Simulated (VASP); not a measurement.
## InSe: single point with PBEsol

**The experiment to reproduce.**

From “The Interaction of Hydrogen with the van der Waals Crystal γ-InSe”, 2020, pmc:7321205, for a bulk crystal of InSe at 300 K: band gap 1.25 eV.

InSe:

```xyz
4
Lattice="8.7503 0.0000 0.0000 7.8360 3.8941 0.0000 7.8360 1.8397 3.4321" Properties=species:S:1:pos:R:3 pbc="T T T"
In    0.0000    0.0000    0.0000
In    2.7206    0.6388    0.3823
Se   15.0563    3.5349    2.1159
Se   20.2241    4.7482    2.8421
```

```
Program             : VASP 6.6.1
Task                : single point
Functional          : PBEsol
Potentials or basis : VASP PAW PBE potentials, release 64 (In_d, Se)
Cutoff              : 520 eV
k mesh              : 6 × 6 × 6
Occupations         : gaussian, width 0.01 eV
Spin                : no spin polarisation
```

```yaml
Pressure: 0.3 GPa
Largest_force: 0.318 eV/Å
Band_gap_on_the_k_mesh: 0.33 eV, direct
```

Forces on the atoms (eV/Å):
```
In   0.289  0.068  0.041
In  -0.307 -0.072 -0.043
Se  -0.085 -0.020 -0.012
Se   0.102  0.024  0.014
```

Stress tensor (GPa, compression positive):
```
-0.37 -0.23 -0.14
-0.23  0.55 -0.03
-0.14 -0.03  0.58
```

Levels at points of the mesh, in eV from the valence-band top:
```
           k point  band 15  band 16  band 17  band 18  band 19  band 20  band 21  band 22  band 23  band 24
(0.00, 0.00, 0.00)    -1.55    -1.31    -1.31    -1.22    -1.22     1.62     1.99     4.35     4.35     5.10
(0.50, 0.00, 0.00)    -3.49    -2.41    -2.36    -2.25    -1.69     1.13     1.90     3.55     3.90     4.78
(0.50, 0.50, 0.00)    -3.25    -2.68    -2.52    -2.07    -1.52     1.11     1.91     3.20     3.52     4.36
(0.50, 0.50, 0.50)    -1.38    -1.38    -1.14    -1.14     0.00     0.33     2.05     4.27     4.27     5.55
```

Wall time 8.1 min on 1 thread of Intel(R) Xeon(R) 6975P-C (Granite Rapids) (shared host), peak memory 0.65 GiB.

Measured gap of InSe: 1.25 eV (300 K; “The Interaction of Hydrogen with the van der Waals Crystal γ-InSe”, 2020, pmc:7321205). This calculation gives 0.33 eV (-0.92 eV). Spin-orbit coupling on In, Se is left out. The value is that of PBEsol on a finite k mesh, which can miss the band edges, without temperature or zero-point motion. Semilocal functionals fall short of measured gaps as a rule.

Caveat: the PAW data sets were made with another functional, which shifts forces and pressure a little; spin-orbit coupling is left out, which moves the levels of the heavy elements.
